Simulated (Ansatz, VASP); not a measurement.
# Pb7ClF6: VASP beside Ansatz

```
Pb Cl F
1.0
    10.26700    0.00000    0.00000
    -5.13350    8.89148    0.00000
     0.00000    0.00000    3.98440
Pb Cl F
14 2 12
Direct
  0.25117 0.02673 0.50000
  0.77556 0.74883 0.50000
  0.97327 0.22444 0.50000
  0.23867 0.04333 0.00000
  0.80466 0.76133 0.00000
  0.95667 0.19534 0.00000
  0.55217 0.93173 0.00000
  0.37956 0.44783 0.00000
  0.06827 0.62044 0.00000
  0.51967 0.90133 0.50000
  0.38166 0.48033 0.50000
  0.09867 0.61834 0.50000
  0.66667 0.33333 0.50000
  0.66667 0.33333 0.00000
  0.00000 0.00000 0.00000
  0.33333 0.66667 0.50000
  0.71467 0.95333 0.50000
  0.23866 0.28533 0.50000
  0.04667 0.76134 0.50000
  0.27567 0.90333 0.00000
  0.62766 0.72433 0.00000
  0.09667 0.37234 0.00000
  0.74567 0.20133 0.00000
  0.45566 0.25433 0.00000
  0.79867 0.54434 0.00000
  0.50067 0.06233 0.50000
  0.56166 0.49933 0.50000
  0.93767 0.43834 0.50000
```

Alike in both runs: task electric field gradients; functional PBE; k mesh 4 × 4 × 8; occupations fermi-dirac, width 0.05 eV; no spin polarisation.

|  | VASP | Ansatz |
| --- | --- | --- |
| version | VASP 6.6.1 | Ansatz 0.2.0 |
| potentials or method | VASP PAW PBE potentials, release 64 (Pb_d, Cl, F) | plane-wave PAW, scalar-relativistic |
| plane-wave cutoff (eV) | 520 | 420 |
| valence electrons in the cell | 294 | 294 |

```tsv
	VASP	Ansatz	Ansatz less VASP
rms of the force components (eV/Å)	8.476	8.567	+0.0916
size of Vzz on the site where it differs most (V/Å²)	2346.6	1786.1	-560.53
```

Atom by atom the forces differ by 0.155 eV/Å (rms over components). The functional is the same, so the differences come from potentials, cutoffs and numerics. Ansatz's warnings: eigensolver not converged.

Neither program's run includes spin-orbit coupling.
